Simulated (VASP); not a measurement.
Au: single point with r2SCAN

Au:

```xyz
1
Lattice="0.0000 2.0620 2.0620 2.0620 0.0000 2.0620 2.0620 2.0620 0.0000" Properties=species:S:1:pos:R:3 pbc="T T T"
Au    0.0000    0.0000    0.0000
```

- Program: VASP 6.6.1
- Task: single point
- Functional: r2SCAN
- Potentials or basis: VASP PAW PBE potentials, release 64 (Au)
- Cutoff: 520 eV
- k mesh: 18 × 18 × 18
- Occupations: gaussian, width 0.1 eV
- Spin: no spin polarisation

* Pressure: 0.3 GPa

Levels at points of the mesh, in eV from the Fermi level:
```tsv
k point	band 2	band 3	band 4	band 5	band 6	band 7	band 8	band 9	band 10	band 11
(0.00, 0.00, 0.00)	-4.76	-4.76	-4.76	-3.30	-3.30	15.39	19.31	19.31	19.31	24.49
(0.50, 0.00, 0.00)	-4.80	-4.80	-2.11	-2.11	-0.63	3.06	14.87	17.73	17.73	25.52
(0.50, 0.50, 0.00)	-6.77	-2.17	-1.79	-1.79	1.31	5.81	10.48	10.48	17.78	20.23
```

Run time: 77 s on 1 thread of Intel(R) Xeon(R) Platinum 8375C CPU @ 2.90GHz (Ice Lake), with other jobs on the host, peak memory 0.17 GiB.

Caveat: the PAW data sets were made with another functional, which shifts forces and pressure a little; spin-orbit coupling is left out, which moves the levels of the heavy elements.
